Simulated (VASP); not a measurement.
# Li2ZrN3 (P6/mmm) in VASP: single point with PBE

Aim: the single point of Li2ZrN3 with PBE.

All numbers are computed with VASP 6.6.1; they aren't measurements. Logs are shortened: lines on timing, memory, paths and dates and some standing lists are left out, and cuts for length are marked.

**1. The cell of the first run**

Symmetry: P6/mmm, No. 191, hexagonal system. Conventional cell: a = 3.844 Å, b = 3.844 Å, c = 6.785 Å, α = 90.00°, β = 90.00°, γ = 120.00°. Within 2.9 Å of Li (site symmetry 6mm) lie 1 Li at 2.18 Å and 6 N at 2.21 Å and 1 Zr at 2.30 Å. Within 3.0 Å of Zr (site symmetry 6/mmm) lie 2 Li at 2.30 Å. N (site symmetry mmm) has 4 N at 1.92 Å and 4 Li at 2.21 Å within 2.5 Å.

**2. Single point, PBE**

INCAR

```
SYSTEM = Li2ZrN3
PREC = Accurate
ENCUT = 520
EDIFF = 1E-6
ISMEAR = 0
SIGMA = 0.1
LREAL = .FALSE.
LASPH = .TRUE.
NELM = 60
ALGO = Normal
ISIF = 2
LWAVE = .FALSE.
LCHARG = .TRUE.
GGA = PE
LELF = .TRUE.
LVHAR = .TRUE.
NBANDS = 26
```

KPOINTS

```
Automatic mesh
0
G
  6 6 4
  0 0 0
```

POSCAR

```
Li2ZrN3
1.0
    3.8435914500      0.0000000000      0.0000000000
   -1.9217957300      3.3286478400      0.0000000000
    0.0000000000      0.0000000000      6.7854297300
Li Zr N
2 1 3
Direct
    0.0000000000      0.0000000000      0.1608301200
    0.0000000000      0.0000000000      0.8391698800
    0.0000000000      0.0000000000      0.5000000000
    0.5000000000      0.0000000000      0.0000000000
    0.0000000000      0.5000000000      0.0000000000
    0.5000000000      0.5000000000      0.0000000000
```

Potentials or basis: VASP PAW PBE potentials, release 64 (Li_sv, Zr_sv, N).

Command:

```
> cat potpaw_PBE.64/Li_sv/POTCAR potpaw_PBE.64/Zr_sv/POTCAR potpaw_PBE.64/N/POTCAR > POTCAR
> mpirun -np 1 vasp_std > vasp.out
```

OUTCAR:

```text
SYSTEM = Li2ZrN3
   PREC = Accurate
   ENCUT = 520
   EDIFF = 1E-6
   ISMEAR = 0
   LREAL = .FALSE.
   LASPH = .TRUE.
   NELM = 60
   ISIF = 2
   GGA = PE

 ion  position               nearest neighbor table
   1  0.000  0.000  0.161-   2 2.18   3 2.30
   2  0.000  0.000  0.839-   1 2.18   3 2.30
   3  0.000  0.000  0.500-   1 2.30   2 2.30
   4  0.500  0.000  0.000-
   5  0.000  0.500  0.000-
   6  0.500  0.500  0.000-

  LATTYP: Found a hexagonal cell.
 ALAT       =     3.8435914500
 C/A-ratio  =     1.7653878718

  Lattice vectors:

 A1 = (   3.8435914500,   0.0000000000,   0.0000000000)
 A2 = (  -1.9217957300,   3.3286478400,   0.0000000000)
 A3 = (   0.0000000000,   0.0000000000,   6.7854297300)

Analysis of symmetry for initial positions (statically):
=====================================================================
 Subroutine PRICEL returns:
 Original cell was already a primitive cell.

 Routine SETGRP: Setting up the symmetry group for a
 hexagonal supercell.

 Subroutine GETGRP returns: Found 24 space group operations
 (whereof 24 operations were pure point group operations)
 out of a pool of 24 trial point group operations.

The static configuration has the point symmetry D_6h.

Analysis of symmetry for dynamics (positions and initial velocities):
=====================================================================
 Subroutine PRICEL returns:
 Original cell was already a primitive cell.

 Routine SETGRP: Setting up the symmetry group for a
 hexagonal supercell.

 Subroutine GETGRP returns: Found 24 space group operations
 (whereof 24 operations were pure point group operations)
 out of a pool of 24 trial point group operations.

The dynamic configuration has the point symmetry D_6h.

 Subroutine INISYM returns: Found 24 space group operations
 (whereof 24 operations are pure point group operations),
 and found     1 'primitive' translations

----------------------------------------------------------------------------------------

                                     Primitive cell

  volume of cell :      86.8125

  direct lattice vectors                    reciprocal lattice vectors
     3.843591450  0.000000000  0.000000000     0.260173333  0.150211144  0.000000000
    -1.921795730  3.328647840  0.000000000     0.000000000  0.300422288  0.000000000
     0.000000000  0.000000000  6.785429730     0.000000000  0.000000000  0.147374601

  length of vectors
     3.843591450  3.843591455  6.785429730     0.300422288  0.300422288  0.147374601

  position of ions in fractional coordinates (direct lattice)
     0.000000000  0.000000000  0.160830120
     0.000000000  0.000000000  0.839169880
     0.000000000  0.000000000  0.500000000
     0.500000000  0.000000000  0.000000000
     0.000000000  0.500000000  0.000000000
     0.500000000  0.500000000  0.000000000

  ion indices of the primitive-cell ions
   primitive index   ion index
                 1           1
                 2           2
                 3           3
                 4           4
                 5           5
                 6           6

----------------------------------------------------------------------------------------

 KPOINTS: Automatic mesh

Automatic generation of k-mesh.
 Grid dimensions read from file:
 generate k-points for:    6    6    4

 Generating k-lattice:

  Cartesian coordinates                     Fractional coordinates (reciprocal lattice)
     0.043362222  0.025035191  0.000000000     0.166666667  0.000000000  0.000000000
     0.000000000  0.050070381  0.000000000     0.000000000  0.166666667  0.000000000
     0.000000000  0.000000000  0.036843650     0.000000000  0.000000000  0.250000000

  Length of vectors
     0.050070381  0.050070381  0.036843650

  Shift w.r.t. Gamma in fractional coordinates (k-lattice)
     0.000000000  0.000000000  0.000000000

 Subroutine IBZKPT returns following result:
 ===========================================

 Found     21 irreducible k-points:

 Following reciprocal coordinates:
            Coordinates               Weight
  0.000000  0.000000  0.000000      1.000000
  0.166667  0.000000  0.000000      6.000000
  0.333333  0.000000  0.000000      6.000000
  0.500000  0.000000  0.000000      3.000000
  0.166667  0.166667  0.000000      6.000000
  0.333333  0.166667  0.000000     12.000000
[... 13 lines left out ...]
  0.333333  0.166667  0.500000     12.000000
  0.333333  0.333333  0.500000      2.000000
   k-points           NKPTS =     21   k-points in BZ     NKDIM =     21   number of bands    NBANDS=     26
   number of dos      NEDOS =    301   number of ions     NIONS =      6
   total plane-waves  NPLWV =  45000
   dimension x,y,z NGX =    30 NGY =   30 NGZ =   50
   dimension x,y,z NGXF=    60 NGYF=   60 NGZF=  100
   ions per type =               2   1   3
   NGX,Y,Z   is equivalent  to a cutoff of  12.98, 12.98, 12.25 a.u.
   NGXF,Y,Z  is equivalent  to a cutoff of  25.95, 25.95, 24.50 a.u.
 SYSTEM =  Li2ZrN3
   PREC   = accura    normal or accurate (medium, high low for compatibility)
   ISTART =      0    job   : 0-new  1-cont  2-samecut
   ICHARG =      2    charge: 1-file 2-atom 10-const
   ISPIN  =      1    spin polarized calculation?
   LNONCOLLINEAR =      F non collinear calculations
   LSORBIT =      F    spin-orbit coupling
   LASPH  =      T    aspherical Exc in radial PAW
   ENCUT  =  520.0 eV  38.22 Ry    6.18 a.u.   7.15  7.15 12.62*2*pi/ulx,y,z
   NELM   =     60;   NELMIN=  2; NELMDL= -5     # of ELM steps
   EDIFF  = 0.1E-05   stopping-criterion for ELM
   LREAL  =      F    real-space projection
   EDIFFG = 0.1E-04   stopping-criterion for IOM
   NSW    =      0    number of steps for IOM
   IBRION =     -1    ionic relax: 0-MD 1-quasi-New 2-CG
   NFREE  =      0    steps in history (QN), initial steepest desc. (CG)
   ISIF   =      2    stress and relaxation
   ISYM   =      2    0-nonsym 1-usesym 2-fastsym
   POTIM  = 0.5000    time-step for ionic-motion
   TEBEG  =    0.0;   TEEND  =   0.0 temperature during run
   PSTRESS=    0.0 pullay stress
   NELECT =      33.0000    total number of electrons
   NUPDOWN=      -1.0000    fix difference up-down
   EMIN   =  10.00;   EMAX   =-10.00  energy-range for DOS
   EFERMI =   0.00;   METHOD = LEGACY
   ISMEAR =     0;   SIGMA  =   0.10  broadening in eV -4-tet -1-fermi 0-gaus
   EFERMI_NEDOS =   21; number of points for ismear=-14 and -15
   IALGO  =     38    algorithm
   IMIX   =      4    mixing-type and parameters
     AMIX     =   0.40;   BMIX     =  1.00
     AMIX_MAG =   1.60;   BMIX_MAG =  1.00
  volume/ion in A,a.u.               =      14.47        97.64
  Fermi-wavevector in a.u.,A,eV,Ry     =   1.185911  2.241046 19.135020  1.406384
  Thomas-Fermi vector in A             =   2.322095
   LORBIT       =      0    0 simple, 1 ext, 2 COOP (PROOUT), +10 PAW based schemes
   GGA     = PE    functional components
   LHFCALC =     F    Hartree Fock is set to
   AEXX    =    0.0000 exact exchange contribution
   IVDW    =     0    specifies the selected vdW correction
   LEPSILON=     F    determine dielectric tensor
   LRPA    =     F    only Hartree local field effects (RPA)
 non-spin polarized calculation
 Gauss-broadening in eV      SIGMA  =   0.10
  energy-cutoff  :      520.00
  volume of cell :       86.81
 maximum number of plane-waves:      2370
 NGX is ok and might be reduce to    30
   NGX = 15   NGY = 15   NGZ = 25

 number of electron      32.9999992 magnetization

 Free energy of the ion-electron system (eV)
  ---------------------------------------------------
  ext. energy  EPLUGINS =         0.00000000
  ---------------------------------------------------
  free energy    TOTEN  =       -24.80886093 eV

  energy without entropy =      -24.75463487  energy(sigma->0) =      -24.78174790

 E-fermi :   3.6487     XC(G=0):  -9.4161

 val. band max:        3.6311672869   @ k =   0.3333   0.1667   0.2500
 cond. band min:       3.6713157700   @ k =   0.1667   0.1667   0.0000
 fundamental gap:      0.0401484831
 Fermi energy:         3.6486571656

 k-point     1 :       0.0000    0.0000    0.0000
  band No.  band energies     occupation
      1     -46.1399      2.00000
      2     -42.2086      2.00000
      3     -42.1326      2.00000
      4     -24.2543      2.00000
      5     -24.0402      2.00000
      6     -24.0402      2.00000
[... 18 lines left out ...]
     25       9.8199      0.00000
     26      11.0172      0.00000

 k-point     2 :       0.1667    0.0000    0.0000
  band No.  band energies     occupation
      1     -46.1380      2.00000
      2     -42.2083      2.00000
      3     -42.1323      2.00000
      4     -24.2510      2.00000
      5     -24.0673      2.00000
      6     -24.0469      2.00000
[... 18 lines left out ...]
     25       9.6564      0.00000
     26      11.1408      0.00000

 k-point     3 :       0.3333    0.0000    0.0000
  band No.  band energies     occupation
      1     -46.1341      2.00000
      2     -42.2076      2.00000
      3     -42.1318      2.00000
      4     -24.2444      2.00000
      5     -24.1208      2.00000
      6     -24.0603      2.00000
[... 18 lines left out ...]
     25       9.1488      0.00000
     26       9.5658      0.00000

 k-point     4 :       0.5000    0.0000    0.0000
  band No.  band energies     occupation
      1     -46.1321      2.00000
      2     -42.2072      2.00000
      3     -42.1316      2.00000
      4     -24.2411      2.00000
      5     -24.1473      2.00000
      6     -24.0670      2.00000
[... 18 lines left out ...]
     25       8.7226      0.00000
     26       9.5697      0.00000
[... 409 lines left out ...]
      1     -46.1350      2.00000
      2     -42.2152      2.00000
      3     -42.1245      2.00000
      4     -24.2463      2.00000
      5     -24.1024      2.00000
      6     -24.0620      2.00000
[... 18 lines left out ...]
     25       9.1002      0.00000
     26      10.3691      0.00000

 k-point    20 :       0.3333    0.1667    0.5000
  band No.  band energies     occupation
      1     -46.1321      2.00000
      2     -42.2146      2.00000
      3     -42.1242      2.00000
      4     -24.2414      2.00000
      5     -24.1338      2.00000
      6     -24.0807      2.00000
[... 18 lines left out ...]
     25       8.1730      0.00000
     26       8.8014      0.00000

 k-point    21 :       0.3333    0.3333    0.5000
  band No.  band energies     occupation
      1     -46.1311      2.00000
      2     -42.2145      2.00000
      3     -42.1242      2.00000
      4     -24.2397      2.00000
      5     -24.1157      2.00000
      6     -24.1157      2.00000
[... 18 lines left out ...]
     25       8.5149      0.00000
     26       8.9220      0.00000

------------------------ aborting loop because EDIFF is reached ----------------------------------------

  FORCE on cell =-STRESS in cart. coord.  units (eV):
  Direction    XX          YY          ZZ          XY          YZ          ZX
  --------------------------------------------------------------------------------------
  -------------------------------------------------------------------------------------
  Total       -6.4752540     -6.4752540      9.1043087      0.0000000      0.0000000     -0.0000000
  in kB     -119.5046937   -119.5046938    168.0254745      0.0000002      0.0000000     -0.0000000
  external PRESSURE =     -23.6613043 kB  Pullay stress =       0.0000000 kB

 VOLUME and BASIS-vectors are now :
 -----------------------------------------------------------------------------
  energy-cutoff  :      520.00
  volume of cell :       86.81
      direct lattice vectors                 reciprocal lattice vectors
     3.843591450  0.000000000  0.000000000     0.260173333  0.150211144  0.000000000
    -1.921795730  3.328647840  0.000000000     0.000000000  0.300422288  0.000000000
     0.000000000  0.000000000  6.785429730     0.000000000  0.000000000  0.147374601

 POSITION                                       TOTAL-FORCE (eV/Angst)
 -----------------------------------------------------------------------------------
      0.00000      0.00000      1.09130        -0.000000     -0.000000     -2.305768
      0.00000      0.00000      5.69413         0.000000      0.000000      2.305768
      0.00000      0.00000      3.39271        -0.000000      0.000000      0.000000
      1.92180      0.00000      0.00000        -0.000000      0.000000      0.000000
     -0.96090      1.66432      0.00000        -0.000000      0.000000      0.000000
      0.96090      1.66432      0.00000        -0.000000      0.000000      0.000000
 -----------------------------------------------------------------------------------
    total drift:                                0.000000      0.000000      0.000000

  FREE ENERGIE OF THE ION-ELECTRON SYSTEM (eV)
  ---------------------------------------------------
  free  energy   TOTEN  =       -24.8088609257 eV

  energy  without entropy=      -24.7546348730  energy(sigma->0) =      -24.78174790
```

It used 250 s of CPU time on 1 thread of AMD EPYC 7R13 Processor (Zen 3), on a shared host.

What came out:

```
Free energy   : -24.8089 eV
Largest force : 2.306 eV/Å
```

Forces in eV/Å, atoms in the order of the input:
```
Li   0.000  0.000 -2.306
Li   0.000  0.000  2.306
Zr   0.000  0.000  0.000
N    0.000  0.000  0.000
N    0.000  0.000  0.000
N    0.000  0.000  0.000
```

Levels at points of the mesh, in eV from the Fermi level:
| k point | band 14 | band 15 | band 16 | band 17 | band 18 | band 19 | band 20 | band 21 |
| --- | --- | --- | --- | --- | --- | --- | --- | --- |
| (0.00, 0.00, 0.00) | -3.13 | -0.38 | 0.42 | 0.42 | 0.71 | 0.71 | 1.31 | 1.31 |
| (0.50, 0.00, 0.00) | -0.54 | -0.26 | -0.17 | -0.04 | 0.15 | 0.16 | 0.49 | 0.83 |
| (0.00, 0.00, 0.50) | -2.43 | 0.03 | 0.26 | 0.26 | 0.89 | 0.89 | 1.15 | 1.40 |
| (0.50, 0.00, 0.50) | -0.57 | -0.52 | -0.17 | -0.02 | 0.10 | 0.30 | 0.54 | 1.08 |

Caveat: the cutoff is under 1.25 times the usual one of these potentials, so pressure, stress and relaxed cells hold a basis-set (Pulay) error; forces of over 1 eV/Å act on the atoms, so gaps and moduli don't describe the material at rest.
